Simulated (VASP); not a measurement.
# MgO (P6_3mc) in VASP: further runs

Runs on MgO. Level: r2SCAN. Tasks: single point, relaxation of cell and atoms.

Everything below comes from runs of VASP 6.6.1. Logs are shortened: lines on timing, memory, paths and dates and some standing lists are left out, and cuts for length are marked.

## 1. The cell of the first run

The structure is hexagonal, space group P6_3mc (No. 186). Conventional cell: a = 3.289 Å, b = 3.289 Å, c = 5.031 Å, α = 90.00°, β = 90.00°, γ = 120.00°. Within 2.6 Å of Mg (site symmetry 3m) lie 4 O at 1.97 to 1.99 Å. O (site symmetry 3m) has 4 Mg at 1.97 to 1.99 Å within 2.6 Å.

## 2. Single point, r2SCAN

Input file POSCAR:

```
MgO
1.0
    3.2888323186     -0.0000000029      0.0000000000
   -1.6444161568      2.8482123381      0.0000000000
    0.0000000000      0.0000000000      5.0314928977
Mg O
2 2
Direct
    0.3333333333      0.6666666667      0.0048313056
    0.6666666667      0.3333333333      0.5048313056
    0.3333333333      0.6666666667      0.3997686936
    0.6666666667      0.3333333333      0.8997686936
```

Input file INCAR.step1:

```
SYSTEM = MgO
PREC = Accurate
ENCUT = 660
ISMEAR = -1
SIGMA = 0.1
LREAL = .FALSE.
LASPH = .TRUE.
NELM = 120
NBANDS = 16
GGA = PE
ALGO = Normal
EDIFF = 1E-5
LWAVE = .TRUE.
LCHARG = .FALSE.
GGA_COMPAT = .FALSE.
```

Input file INCAR.step2:

```
SYSTEM = MgO
PREC = Accurate
ENCUT = 660
EDIFF = 1E-6
ISMEAR = -1
SIGMA = 0.1
LREAL = .FALSE.
LASPH = .TRUE.
NELM = 120
ALGO = Normal
ISIF = 2
LWAVE = .FALSE.
LCHARG = .TRUE.
METAGGA = R2SCAN
LMIXTAU = .TRUE.
LELF = .TRUE.
LVHAR = .TRUE.
NBANDS = 16
ISTART = 1
GGA_COMPAT = .FALSE.
```

Input file KPOINTS:

```
Automatic mesh
0
G
  12 12 6
  0 0 0
```

Potentials or basis: VASP PAW PBE potentials, release 64 (Mg, O).

Launch:

```bash
> cat potpaw_PBE.64/Mg/POTCAR potpaw_PBE.64/O/POTCAR > POTCAR
> cp INCAR.step1 INCAR
> mpirun -np 1 vasp_std > vasp.out
> cp INCAR.step2 INCAR
> mpirun -np 1 vasp_std > vasp.out
```

OUTCAR:

```text
SYSTEM = MgO
   PREC = Accurate
   ENCUT = 660
   EDIFF = 1E-6
   ISMEAR = -1
   LREAL = .FALSE.
   LASPH = .TRUE.
   NELM = 120
   ISIF = 2
   METAGGA = R2SCAN
   ISTART = 1

 ion  position               nearest neighbor table
   1  0.333  0.667  0.005-   4 1.97   4 1.97   4 1.97   3 1.99   2 3.15   2 3.15   2 3.15   2 3.15
                             2 3.15   2 3.15
   2  0.667  0.333  0.505-   3 1.97   3 1.97   3 1.97   4 1.99   1 3.15   1 3.15   1 3.15   1 3.15
                             1 3.15   1 3.15
   3  0.333  0.667  0.400-   2 1.97   2 1.97   2 1.97   1 1.99
   4  0.667  0.333  0.900-   1 1.97   1 1.97   1 1.97   2 1.99

  LATTYP: Found a hexagonal cell.
 ALAT       =     3.2888323186
 C/A-ratio  =     1.5298721279

  Lattice vectors:

 A1 = (   3.2888323186,  -0.0000000029,   0.0000000000)
 A2 = (  -1.6444161568,   2.8482123381,   0.0000000000)
 A3 = (   0.0000000000,   0.0000000000,   5.0314928977)

Analysis of symmetry for initial positions (statically):
=====================================================================
 Subroutine PRICEL returns:
 Original cell was already a primitive cell.

 Routine SETGRP: Setting up the symmetry group for a
 hexagonal supercell.

 Subroutine GETGRP returns: Found 12 space group operations
 (whereof  6 operations were pure point group operations)
 out of a pool of 24 trial point group operations.

The static configuration has the point symmetry C_3v.
 The point group associated with its full space group is C_6v.

Analysis of symmetry for dynamics (positions and initial velocities):
=====================================================================
 Subroutine PRICEL returns:
 Original cell was already a primitive cell.

 Routine SETGRP: Setting up the symmetry group for a
 hexagonal supercell.

 Subroutine GETGRP returns: Found 12 space group operations
 (whereof  6 operations were pure point group operations)
 out of a pool of 24 trial point group operations.

The dynamic configuration has the point symmetry C_3v.
 The point group associated with its full space group is C_6v.

 Subroutine INISYM returns: Found 12 space group operations
 (whereof  6 operations are pure point group operations),
 and found     1 'primitive' translations

----------------------------------------------------------------------------------------

                                     Primitive cell

  volume of cell :      47.1315

  direct lattice vectors                    reciprocal lattice vectors
     3.288832319 -0.000000003  0.000000000     0.304059284  0.175548709  0.000000000
    -1.644416157  2.848212338  0.000000000     0.000000000  0.351097419  0.000000000
     0.000000000  0.000000000  5.031492898     0.000000000  0.000000000  0.198748169

  length of vectors
     3.288832319  3.288832319  5.031492898     0.351097419  0.351097419  0.198748169

  position of ions in fractional coordinates (direct lattice)
     0.333333333  0.666666667  0.004831306
     0.666666667  0.333333333  0.504831306
     0.333333333  0.666666667  0.399768694
     0.666666667  0.333333333  0.899768694

  ion indices of the primitive-cell ions
   primitive index   ion index
                 1           1
                 2           2
                 3           3
                 4           4

----------------------------------------------------------------------------------------

 KPOINTS: Automatic mesh

Automatic generation of k-mesh.
 Grid dimensions read from file:
 generate k-points for:   12   12    6

 Generating k-lattice:

  Cartesian coordinates                     Fractional coordinates (reciprocal lattice)
     0.025338274  0.014629059  0.000000000     0.083333333  0.000000000  0.000000000
     0.000000000  0.029258118  0.000000000    -0.000000000  0.083333333  0.000000000
     0.000000000  0.000000000  0.033124695     0.000000000  0.000000000  0.166666667

  Length of vectors
     0.029258118  0.029258118  0.033124695

  Shift w.r.t. Gamma in fractional coordinates (k-lattice)
     0.000000000  0.000000000  0.000000000

 Subroutine IBZKPT returns following result:
 ===========================================

 Found     76 irreducible k-points:

 Following reciprocal coordinates:
            Coordinates               Weight
  0.000000  0.000000  0.000000      1.000000
  0.083333  0.000000  0.000000      6.000000
  0.166667  0.000000  0.000000      6.000000
  0.250000  0.000000  0.000000      6.000000
  0.333333  0.000000  0.000000      6.000000
  0.416667  0.000000  0.000000      6.000000
[... 16 lines left out ...]
  0.250000  0.000000  0.166667     12.000000
  0.333333  0.000000  0.166667     12.000000
 [... further k-points ...]
   k-points           NKPTS =     76   k-points in BZ     NKDIM =     76   number of bands    NBANDS=     16
   number of dos      NEDOS =    301   number of ions     NIONS =      4
   total plane-waves  NPLWV =  32928
   dimension x,y,z NGX =    28 NGY =   28 NGZ =   42
   dimension x,y,z NGXF=    56 NGYF=   56 NGZF=   84
   ions per type =               2   2
   NGX,Y,Z   is equivalent  to a cutoff of  14.15, 14.15, 13.88 a.u.
   NGXF,Y,Z  is equivalent  to a cutoff of  28.31, 28.31, 27.75 a.u.
 SYSTEM =  MgO
   PREC   = accura    normal or accurate (medium, high low for compatibility)
   ISTART =      1    job   : 0-new  1-cont  2-samecut
   ICHARG =      0    charge: 1-file 2-atom 10-const
   ISPIN  =      1    spin polarized calculation?
   LNONCOLLINEAR =      F non collinear calculations
   LSORBIT =      F    spin-orbit coupling
   LASPH  =      T    aspherical Exc in radial PAW
   ENCUT  =  660.0 eV  48.51 Ry    6.96 a.u.   6.89  6.89 10.54*2*pi/ulx,y,z
   NELM   =    120;   NELMIN=  2; NELMDL=  0     # of ELM steps
   EDIFF  = 0.1E-05   stopping-criterion for ELM
   LREAL  =      F    real-space projection
   EDIFFG = 0.1E-04   stopping-criterion for IOM
   NSW    =      0    number of steps for IOM
   IBRION =     -1    ionic relax: 0-MD 1-quasi-New 2-CG
   NFREE  =      0    steps in history (QN), initial steepest desc. (CG)
   ISIF   =      2    stress and relaxation
   ISYM   =      2    0-nonsym 1-usesym 2-fastsym
   POTIM  = 0.5000    time-step for ionic-motion
   TEBEG  =    0.0;   TEEND  =   0.0 temperature during run
   PSTRESS=    0.0 pullay stress
   NELECT =      16.0000    total number of electrons
   NUPDOWN=      -1.0000    fix difference up-down
   EMIN   =  10.00;   EMAX   =-10.00  energy-range for DOS
   EFERMI =   0.00;   METHOD = LEGACY
   ISMEAR =    -1;   SIGMA  =   0.10  broadening in eV -4-tet -1-fermi 0-gaus
   EFERMI_NEDOS =   21; number of points for ismear=-14 and -15
   IALGO  =     38    algorithm
   IMIX   =      4    mixing-type and parameters
     AMIX     =   0.40;   BMIX     =  1.00
     AMIX_MAG =   1.60;   BMIX_MAG =  1.00
  volume/ion in A,a.u.               =      11.78        79.51
  Fermi-wavevector in a.u.,A,eV,Ry     =   1.142031  2.158125 17.745187  1.304234
  Thomas-Fermi vector in A             =   2.278730
   LORBIT       =      0    0 simple, 1 ext, 2 COOP (PROOUT), +10 PAW based schemes
   METAGGA = R2SCAN    functional components
   LHFCALC =     F    Hartree Fock is set to
   AEXX    =    0.0000 exact exchange contribution
   IVDW    =     0    specifies the selected vdW correction
   LEPSILON=     F    determine dielectric tensor
   LRPA    =     F    only Hartree local field effects (RPA)
 non-spin polarized calculation
  energy-cutoff  :      660.00
  volume of cell :       47.13
 maximum number of plane-waves:      1830
 NGX is ok and might be reduce to    28
   NGX = 13   NGY = 13   NGZ = 21

 number of electron      15.9999995 magnetization

 Free energy of the ion-electron system (eV)
  ---------------------------------------------------
  ext. energy  EPLUGINS =         0.00000000
  ---------------------------------------------------
  free energy    TOTEN  =       -31.86777137 eV

  energy without entropy =      -31.86777137  energy(sigma->0) =      -31.86777137

 E-fermi :   2.7980     XC(G=0): -10.2046

 val. band max:        0.6751245285   @ k =   0.0000   0.0000   0.0000
 cond. band min:       4.8828317646   @ k =   0.0000   0.0000   0.0000
 fundamental gap:      4.2077072361
 Fermi energy:         2.7980442263

 k-point     1 :       0.0000    0.0000    0.0000
  band No.  band energies     occupation
      1     -16.4807      2.00000
      2     -15.7181      2.00000
      3      -2.5707      2.00000
      4      -0.0198      2.00000
      5      -0.0198      2.00000
      6       0.2949      2.00000
[... 8 lines left out ...]
     15      18.4085      0.00000
     16      18.4085      0.00000

 k-point     2 :       0.0833    0.0000    0.0000
  band No.  band energies     occupation
      1     -16.4464      2.00000
      2     -15.7058      2.00000
      3      -2.5022      2.00000
      4      -0.1877      2.00000
      5      -0.0686      2.00000
      6       0.0758      2.00000
[... 8 lines left out ...]
     15      18.3823      0.00000
     16      18.5782      0.00000

 k-point     3 :       0.1667    0.0000    0.0000
  band No.  band energies     occupation
      1     -16.3495      2.00000
      2     -15.6739      2.00000
      3      -2.3037      2.00000
      4      -0.6905      2.00000
      5      -0.3391      2.00000
      6      -0.1848      2.00000
[... 8 lines left out ...]
     15      17.4491      0.00000
     16      17.7045      0.00000

 k-point     4 :       0.2500    0.0000    0.0000
  band No.  band energies     occupation
      1     -16.2080      2.00000
      2     -15.6360      2.00000
      3      -1.9991      2.00000
      4      -1.3207      2.00000
      5      -0.7634      2.00000
      6      -0.3217      2.00000
[... 8 lines left out ...]
     15      16.7547      0.00000
     16      17.2669      0.00000
[... 324 lines left out ...]
 k-point    22 :       0.1667    0.0000    0.1667
  band No.  band energies     occupation
      1     -16.3064      2.00000
      2     -15.7214      2.00000
      3      -2.2057      2.00000
      4      -0.7178      2.00000
      5      -0.3943      2.00000
      6      -0.1546      2.00000
[... 8 lines left out ...]
     15      17.5029      0.00000
     16      17.5453      0.00000

 k-point    23 :       0.2500    0.0000    0.1667
  band No.  band energies     occupation
      1     -16.1706      2.00000
      2     -15.6752      2.00000
      3      -2.0151      2.00000
      4      -1.2943      2.00000
      5      -0.7611      2.00000
      6      -0.2848      2.00000
[... 8 lines left out ...]
     15      16.7724      0.00000
     16      17.2685      0.00000

 k-point    24 :       0.3333    0.0000    0.1667
  band No.  band energies     occupation
      1     -16.0203      2.00000
      2     -15.6392      2.00000
      3      -2.0609      2.00000
      4      -1.5848      2.00000
      5      -0.9934      2.00000
      6      -0.4023      2.00000
[... 8 lines left out ...]
     15      16.2663      0.00000
     16      17.4868      0.00000

 [... further k-points ...]
[... 5 lines left out ...]
  --------------------------------------------------------------------------------------
  -------------------------------------------------------------------------------------
  Total       -0.2323065     -0.2323065     -0.2114328      0.0000000      0.0000000      0.0000000
  in kB       -7.8969777     -7.8969777     -7.1874045      0.0000000      0.0000000      0.0000000
  external PRESSURE =      -7.6604533 kB  Pullay stress =       0.0000000 kB

 VOLUME and BASIS-vectors are now :
 -----------------------------------------------------------------------------
  energy-cutoff  :      660.00
  volume of cell :       47.13
      direct lattice vectors                 reciprocal lattice vectors
     3.288832319 -0.000000003  0.000000000     0.304059284  0.175548709  0.000000000
    -1.644416157  2.848212338  0.000000000     0.000000000  0.351097419  0.000000000
     0.000000000  0.000000000  5.031492898     0.000000000  0.000000000  0.198748169

 POSITION                                       TOTAL-FORCE (eV/Angst)
 -----------------------------------------------------------------------------------
      0.00000      1.89881      0.02431        -0.000000      0.000000      0.004986
      1.64442      0.94940      2.54006         0.000000     -0.000000      0.004986
      0.00000      1.89881      2.01143         0.000000     -0.000000     -0.004986
      1.64442      0.94940      4.52718        -0.000000     -0.000000     -0.004986
 -----------------------------------------------------------------------------------
    total drift:                               -0.000000      0.000000      0.017775

  FREE ENERGIE OF THE ION-ELECTRON SYSTEM (eV)
  ---------------------------------------------------
  free  energy   TOTEN  =       -31.8677713699 eV

  energy  without entropy=      -31.8677713697  energy(sigma->0) =      -31.86777137
```

Wall time 3.3 min (1 thread of Intel Xeon 6975P-C, shared host); peak memory 0.23 GiB.

What came out:

```
Free energy            : -31.8678 eV
Pressure               : -0.8 GPa
Largest force          : 0.005 eV/Å
Band gap on the k mesh : 4.21 eV, direct
```

Forces in eV/Å, atoms in the order of the input:
```
Mg   0.000  0.000  0.005
Mg   0.000  0.000  0.005
O    0.000  0.000 -0.005
O    0.000  0.000 -0.005
```

Levels at points of the mesh, in eV from the valence-band top:
| k point | band 6 | band 7 | band 8 | band 9 | band 10 | band 11 |
| --- | --- | --- | --- | --- | --- | --- |
| (0.00, 0.00, 0.00) | -0.38 | -0.38 | 0.00 | 4.21 | 9.44 | 11.17 |
| (0.50, 0.00, 0.00) | -1.23 | -0.79 | -0.47 | 8.59 | 8.84 | 10.13 |
| (0.00, 0.00, 0.50) | -0.54 | -0.54 | -0.54 | 6.72 | 6.72 | 14.19 |
| (0.50, 0.00, 0.50) | -0.87 | -0.70 | -0.70 | 8.15 | 8.15 | 11.81 |

Caveat: the PAW data sets were made with another functional, which shifts forces and pressure a little. A k mesh can miss the band edges.

## 3. Relaxation of cell and atoms, r2SCAN

Input file POSCAR:

```
MgO
1.0
    3.3077869900      0.0000000000      0.0000000000
   -1.6538934900      2.8646275600      0.0000000000
    0.0000000000      0.0000000000      4.9828816700
Mg O
2 2
Direct
    0.3333333286      0.6666666713      0.0021597402
    0.6666666684      0.3333333287      0.5021597392
    0.3333333286      0.6666666713      0.4024402590
    0.6666666684      0.3333333287      0.9024402600
```

Input file INCAR.step1:

```
SYSTEM = MgO
PREC = Accurate ; ENCUT = 660
ISMEAR = -1 ; SIGMA = 0.1
LREAL = .False. ; LASPH = .True.
NELM = 120 ; GGA = PE
ALGO = Normal ; EDIFF = 1E-5
LWAVE = .True. ; LCHARG = .False.
GGA_COMPAT = .False. ; IBRION = 2
ISIF = 3 ; EDIFFG = -0.005
NELMIN = 4 ; NSW = 100
```

Input file INCAR.step2:

```
SYSTEM = MgO
PREC = Accurate ; ENCUT = 660
EDIFF = 1E-7 ; ISMEAR = -1
SIGMA = 0.1 ; LREAL = .False.
LASPH = .True. ; NELM = 120
ALGO = Normal ; ISIF = 3
LWAVE = .False. ; LCHARG = .False.
METAGGA = R2SCAN ; LMIXTAU = .True.
IBRION = 2 ; NSW = 80
EDIFFG = -0.01 ; ISTART = 1
GGA_COMPAT = .False. ; NELMIN = 4
```

Input file KPOINTS:

```
Automatic mesh
0
Gamma
  12 12 6
  0 0 0
```

Potentials or basis: VASP PAW PBE potentials, release 64 (Mg, O).

Launch:

```bash
> cat potpaw_PBE.64/Mg/POTCAR potpaw_PBE.64/O/POTCAR > POTCAR
> cp INCAR.step1 INCAR
> mpirun -np 1 vasp_std > vasp.out
> cp INCAR.step2 INCAR
> mpirun -np 1 vasp_std > vasp.out
```

Run time: 25 min. Hardware: 1 thread of Intel Xeon 6975P-C, shared host; peak memory 0.24 GiB.

Results (log left out):

```yaml
Free_energy: -31.8686 eV
Relaxed_volume: 11.71 Å³/atom
Relaxed_cell: a = 3.284 Å, b = 3.284 Å, c = 5.015 Å, α = 90.00°, β = 90.00°, γ = 120.00°
Space_group_after_relaxing_to_0.05_Å: P6_3mc (No. 186)
Energy_gained_by_relaxing: 0.8 meV/atom
Ionic_steps: 11
Pressure_after_relaxing: 0.0 GPa
Largest_force_after_relaxing: 0.008 eV/Å
Band_gap_on_the_k_mesh: 4.24 eV, direct
```

Forces on the atoms (eV/Å):
```
Mg   0.000  0.000 -0.008
Mg   0.000  0.000 -0.008
O    0.000  0.000  0.008
O    0.000  0.000  0.008
```

Stress tensor (GPa, compression positive):
```
-0.06  0.00  0.00
 0.00 -0.06  0.00
 0.00  0.00  0.10
```

Step by step:
| step | energy change (eV) | largest force (eV/Å) | pressure (GPa) | volume (Å³) |
| --- | --- | --- | --- | --- |
| 1 | 0.0000 | 0.0319 | -1.37 | 47.22 |
| 2 | -0.0020 | 0.0106 | 0.57 | 46.53 |
| 3 | -0.0023 | 0.0164 | 0.05 | 46.71 |
| 4 | -0.0023 | 0.0167 | 0.02 | 46.72 |
| 5 | -0.0024 | 0.0140 | 0.01 | 46.73 |
| 6 | -0.0026 | 0.0052 | 0.01 | 46.75 |
| 7 | -0.0028 | 0.0136 | -0.01 | 46.80 |
| 8 | -0.0025 | 0.0574 | -0.06 | 46.90 |
| 9 | -0.0029 | 0.0246 | -0.02 | 46.83 |
| 10 | -0.0029 | 0.0202 | -0.02 | 46.83 |
| 11 | -0.0030 | 0.0076 | -0.01 | 46.84 |

Final structure:
```
Mg O
1.0
     3.28421    0.00000    0.00000
    -1.64210    2.84421    0.00000
     0.00000    0.00000    5.01460
Mg O
2 2
Direct
  0.33333 0.66667 0.00464
  0.66667 0.33333 0.50464
  0.33333 0.66667 0.39996
  0.66667 0.33333 0.89996
```

Levels at points of the mesh, in eV from the valence-band top:
```csv
k point,band 6,band 7,band 8,band 9,band 10,band 11
"(0.00, 0.00, 0.00)",-0.39,-0.39,0.00,4.24,9.48,11.23
"(0.50, 0.00, 0.00)",-1.25,-0.80,-0.48,8.60,8.87,10.17
"(0.00, 0.00, 0.50)",-0.55,-0.55,-0.55,6.76,6.76,14.25
"(0.50, 0.00, 0.50)",-0.89,-0.71,-0.71,8.17,8.17,11.85
```

Caveat: the PAW data sets were made with another functional, which shifts forces and pressure a little. A k mesh can miss the band edges.
